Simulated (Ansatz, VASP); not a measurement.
**One calculation of TaN, two programs**

```
Ta N
1.0
     0.00000    2.17395    2.17395
     2.17395    0.00000    2.17395
     2.17395    2.17395    0.00000
Ta N
1 1
Cartesian
  2.1740 2.1740 2.1740
  0.0000 0.0000 0.0000
```

Alike in both runs: functional LDA; k mesh 10 × 10 × 10; no spin polarisation.

Ansatz relaxed the structure, and its values are those at the end. VASP's run is a single point on that final structure, the one shown.

|  | VASP | Ansatz |
| --- | --- | --- |
| version | VASP 6.6.1 | Ansatz 0.2.0 |
| potentials or method | VASP PAW LDA potentials, release 64 (Ta_pv, N), cutoff 520 eV | plane waves, PAW |
| occupations | methfessel-paxton of order 1, width 0.05 eV | cold, width 0.05 eV |
| valence electrons in the cell | 16 | 18 |

Ansatz gave:

```
pressure (GPa) : 0.0
```

Question: What did VASP give for the same quantities?

Answer: Pressure (GPa): 2.0.

LDA's correlation is that of Perdew and Zunger in VASP and of Perdew and Wang (1992) in Ansatz. VASP's potentials hold 16 valence electrons a cell and Ansatz's 18, so a difference there can come from the potentials and not from the codes.

Spin-orbit coupling is off throughout.
